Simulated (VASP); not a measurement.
AsAu (zincblende type): electric field gradients with PBE

AsAu (zincblende type):

```xyz
2
Lattice="0.0000 2.9203 2.9203 2.9203 0.0000 2.9203 2.9203 2.9203 0.0000" Properties=species:S:1:pos:R:3 pbc="T T T"
Au    0.0000    0.0000    0.0000
As    1.4601    1.4601    1.4601
```

```
Program                : VASP 6.6.1
Task                   : electric field gradients
Functional             : PBE
Potentials or basis    : VASP PAW PBE potentials, release 64 (Au, As)
Cutoff                 : 520 eV
k mesh                 : 11 × 11 × 11
Occupations            : fermi-dirac, width 0.08 eV
Spin                   : no spin polarisation
Dipole correction      : no
Further INCAR settings : ALGO = Normal; EDIFF = 1e-08; NBANDS = 15
```

```yaml
Pressure: -0.1 GPa
Band_gap_on_the_k_mesh: zero (bands 8 and 9 overlap by 3.60 eV)
Largest_electric_field_gradient_by_atom: zero within the noise of the run
```

Levels at points of the mesh, in eV from the Fermi level:
| k point | band 6 | band 7 | band 8 | band 9 | band 10 | band 11 |
| --- | --- | --- | --- | --- | --- | --- |
| (0.00, 0.00, 0.00) | -4.23 | 1.60 | 2.62 | 2.62 | 2.62 | 6.44 |

It took 50 s on 1 thread of Intel Xeon 8259CL, with other jobs on the host, peak memory 0.2 GiB.

Caveat: spin-orbit coupling is left out, which moves the levels of the heavy elements.
